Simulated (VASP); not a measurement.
Wanted: the native input for a VASP 6.6.1 run.

```yaml
Task: single point
Functional: revPBE
Potentials_or_basis: VASP PAW PBE potentials, release 64 (Ni)
Cutoff: 520 eV
k_mesh: 15 × 15 × 15
Occupations: fermi-dirac, width 0.05 eV
Spin: collinear spin, ferromagnetic start
Starting_moments: "[0.634] μB"
Dipole_correction: no
Further_INCAR_settings: ALGO = Normal; EDIFF = 1e-06; NBANDS = 15
```

The structure of Ni lies in POSCAR:

```
Ni
1.0
    2.3470572277      0.0000000000      0.0000000000
    0.0000000000      2.3470572277      0.0000000000
    0.0000000000      0.0000000000      2.3470572277
Ni
1
Direct
    0.0000000000      0.0000000000      0.0000000000
```

This isn't the form of Ni at room conditions, which is fcc.

These files were run (other wordings do the same):

INCAR

```
  PREC = Accurate
  ENCUT = 520
  EDIFF = 1E-6
  ISMEAR = -1
  SIGMA = 0.05
  LREAL = False
  LASPH = True
  NELM = 150
  ALGO = Normal
  ISIF = 2
  LWAVE = False
  LCHARG = False
  ISPIN = 2
  MAGMOM = 0.634
  LORBIT = 11
  LMAXMIX = 4
  GGA = RE
  NBANDS = 15
```

KPOINTS

```
Automatic mesh
0
Gamma
  15 15 15
```

Potentials or basis: VASP PAW PBE potentials, release 64 (Ni).

Command:

```bash
$ cat potpaw_PBE.64/Ni/POTCAR > POTCAR
$ mpirun -np 1 vasp_std > vasp.out
```

It gave:

- Pressure: 0.1 GPa
- Net moment: 0.58 μB per cell
- Site moments: Ni +0.59 μB
- Valence electrons inside the program's atomic spheres: Ni 9.21

Caveat: the PAW data sets were made with another functional, which shifts forces and pressure a little.

It took 62 s on 1 thread of Intel Xeon 8259CL, on a shared host, peak memory 0.15 GiB.
